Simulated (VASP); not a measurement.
Input of a VASP 6.6.1 run:

Contents of INCAR:

```
  PREC = Accurate
  ENCUT = 520
  EDIFF = 1E-7
  ISMEAR = 0
  SIGMA = 0.1
  LREAL = False
  LASPH = True
  NELM = 80
  ALGO = Normal
  ISIF = 2
  LWAVE = False
  LCHARG = True
  LDIPOL = True
  IDIPOL = 3
  DIPOL = 0.5 0.5 0.498
  GGA = PE
  IVDW = 12
  LELF = True
  LVHAR = True
  LVACPOTAV = True
  NBANDS = 78
```

File KPOINTS:

```
Automatic mesh
0
Gamma
  4 4 1
```

Contents of POSCAR:

```
Ta
1.0
    5.6896945749      0.0000000000      0.0000000000
   -1.8965648583      5.3642954891      0.0000000000
    0.0000000000      0.0000000000     20.6456161669
Ta
12
Direct
    0.2500000000      0.2500000000      0.3874914624
    0.2500000000      0.7500000000      0.3874914624
    0.7500000000      0.2500000000      0.3874914624
    0.7500000000      0.7500000000      0.3874914624
    0.5000000000      0.5000000000      0.4977673378
    0.5000000000      0.0000000000      0.4977673378
    0.0000000000      0.5000000000      0.4977673378
    0.0000000000      0.0000000000      0.4977673378
    0.7500000000      0.7500000000      0.6078281318
    0.7500000000      0.2500000000      0.6078281318
    0.2500000000      0.7500000000      0.6078281318
    0.2500000000      0.2500000000      0.6078281318
```

Potentials or basis: VASP PAW PBE potentials, release 64 (Ta_pv).

Command:

```sh
$ cat potpaw_PBE.64/Ta_pv/POTCAR > POTCAR
$ mpirun -np 1 vasp_std > vasp.out
```

Q: What does it give for the largest force?

A: 0.036 eV/Å.

Q: Predict the band gap on the k mesh.

A: Zero (bands 66 and 67 overlap by 0.93 eV).

Q: Estimate the dispersion energy per atom.

A: -0.428 eV.

Forces in eV/Å, atoms in the order of the input:
```
Ta   0.000  0.000  0.036
Ta   0.000  0.000  0.036
Ta   0.000  0.000  0.036
Ta   0.000  0.000  0.036
Ta   0.000  0.000 -0.024
Ta   0.000  0.000 -0.024
Ta   0.000  0.000 -0.024
Ta   0.000  0.000 -0.024
Ta   0.000  0.000 -0.012
Ta   0.000  0.000 -0.012
Ta   0.000  0.000 -0.012
Ta   0.000  0.000 -0.012
```

Caveat: spin-orbit coupling is left out, which moves the levels of the heavy elements.
